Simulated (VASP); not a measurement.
# In: electric field gradients with PBE

In:

```
CELL_PARAMETERS angstrom
-1.56465 1.63887 2.47395
1.63887 -1.56465 2.47395
1.61343 1.61343 -2.42517
ATOMIC_POSITIONS crystal
In 0.00000 0.00000 0.00000
```

This cell differs from its parent crystal: equal xy, yz and zx shear strains of +3 %.

- Program: VASP 6.6.1
- Task: electric field gradients
- Functional: PBE
- Potentials or basis: VASP PAW PBE potentials, release 64 (In_d)
- Cutoff: 400 eV
- k mesh: 12 × 12 × 14
- Occupations: fermi-dirac, width 0.05 eV
- Spin: no spin polarisation
- Dipole correction: no
- Further INCAR settings: ALGO = Normal; EDIFF = 1e-08; NBANDS = 12

```yaml
Pressure: 2.1 GPa
Band_gap_on_the_k_mesh: zero (an odd number of electrons rules out a gap without spin polarisation)
Largest_electric_field_gradient_by_atom: In +18.6 V/Å²
```

Stress tensor (GPa, compression positive):
```
 2.03 -0.59 -0.05
-0.59  2.03 -0.05
-0.05 -0.05  2.10
```

Levels at points of the mesh, in eV from the Fermi level:
```
           k point  band 3  band 4  band 5  band 6  band 7  band 8  band 9  band 10
(0.00, 0.00, 0.00)  -14.61  -14.54  -14.43   -9.57   10.10   10.29   11.19    11.78
(0.50, 0.00, 0.00)  -14.61  -14.37  -14.31   -4.53   -3.46    7.92    9.36    11.19
(0.50, 0.50, 0.00)  -14.34  -14.32  -14.25   -1.81   -1.42    2.95    4.10     6.39
(0.00, 0.00, 0.50)  -14.36  -14.32  -14.24   -2.14   -1.91    3.70    4.20     7.26
(0.50, 0.00, 0.50)  -14.59  -14.33  -14.31   -4.10   -3.32    7.13    8.78    11.01
(0.50, 0.50, 0.50)  -14.34  -14.30  -14.29   -2.93   -2.69    4.65    4.80     8.18
```

Electric field gradients, principal values (V/Å²):
```tsv
atom	least	middle	greatest (by size)
1 In	-4.793	-13.785	18.579
```

Run time: 84 s on 1 thread of Intel Xeon 8259CL (shared host), peak memory 0.23 GiB.

Caveat: the cell differs from its parent crystal (equal xy, yz and zx shear strains of +3 %); without QUAD_EFG the Cq values of the log hold for a quadrupole moment of 1 mb, not for the nuclei; spin-orbit coupling is left out, which moves the levels of the heavy elements.
